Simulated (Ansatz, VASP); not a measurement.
# Two plane-wave programs on CaC2

Contents of INCAR:

```
SYSTEM = CaC2
PREC     = Accurate       ! precision mode
ENCUT    = 600            ! plane-wave cutoff, eV
EDIFF    = 1E-6           ! SCF threshold, eV
ISMEAR   = 0              ! smearing method
SIGMA    = 0.01           ! smearing width, eV
LREAL    = .False.        ! projectors in reciprocal space
LASPH    = .True.         ! aspherical terms in the spheres
NELM     = 100            ! most SCF steps
ALGO     = Normal         ! electronic algorithm
ISIF     = 3              ! what is computed and relaxed
LWAVE    = .False.        ! write WAVECAR
LCHARG   = .False.        ! write CHGCAR
IBRION   = 2              ! ionic algorithm
NSW      = 80             ! ionic steps
EDIFFG   = -0.001         ! ionic threshold
```

KPOINTS

```
Automatic mesh
0
Gamma
  10 10 10
  0 0 0
```

The input POSCAR:

```
CaC2
1.0
   -1.8789219507      1.8789219507      3.1388106346
    1.8789219507     -1.8789219507      3.1388106346
    1.8789219507      1.8789219507     -3.1388106346
Ca C
1 2
Direct
    0.0000000000      0.0000000000      0.0000000000
    0.5996770461      0.5996770461      0.0000000000
    0.4003229539      0.4003229539      0.0000000000
```

Input for Ansatz:

```yaml
crystal:
  lattice:
    - [-1.8789219507, 1.8789219507, 3.1388106346]
    - [1.8789219507, -1.8789219507, 3.1388106346]
    - [1.8789219507, 1.8789219507, -3.1388106346]
  atoms:
    - { symbol: Ca, position: [0.0, 0.0, 0.0] }
    - { symbol: C, position: [0.5996770461, 0.5996770461, 0.0] }
    - { symbol: C, position: [0.4003229539, 0.4003229539, 0.0] }
basis:
  ecutwfc: 420
kpoints:
  mp_grid: { grid: [10, 10, 10] }
hamiltonian:
  xc: lda
scf:
  occupations: { method: fixed }
output:
  forces: true
  stress: true
  eigenvalues: true
relax:
  adjacent_minimum: "off"
  f_tol: 0.001
  max_steps: 60
  cell: { stress_tol: 0.01 }
```

Alike in both runs: task relaxation of cell and atoms; functional LDA; k mesh 10 × 10 × 10; no spin polarisation.

```csv
,VASP,Ansatz
version,VASP 6.6.1,Ansatz 0.2.0
potentials or method,"VASP PAW LDA potentials, release 64 (Ca_sv, C), cutoff 600 eV","scalar-relativistic, plane waves, PAW"
occupations,"gaussian, width 0.01 eV",fixed
valence electrons in the cell,18,18
```

VASP gave:

- gap on the k mesh at the Fermi level, each at its own relaxed structure (eV): 0.86
- relaxed volume (Å³/atom): 14.83
- relaxed cell length with the largest relative difference (Å): 4.117

What did Ansatz give for the same quantities?

gap on the k mesh at the Fermi level, each at its own relaxed structure (eV): 0.87; relaxed volume (Å³/atom): 14.77; relaxed cell length with the largest relative difference (Å): 4.112.

LDA's correlation is that of Perdew and Zunger in VASP and of Perdew and Wang (1992) in Ansatz.
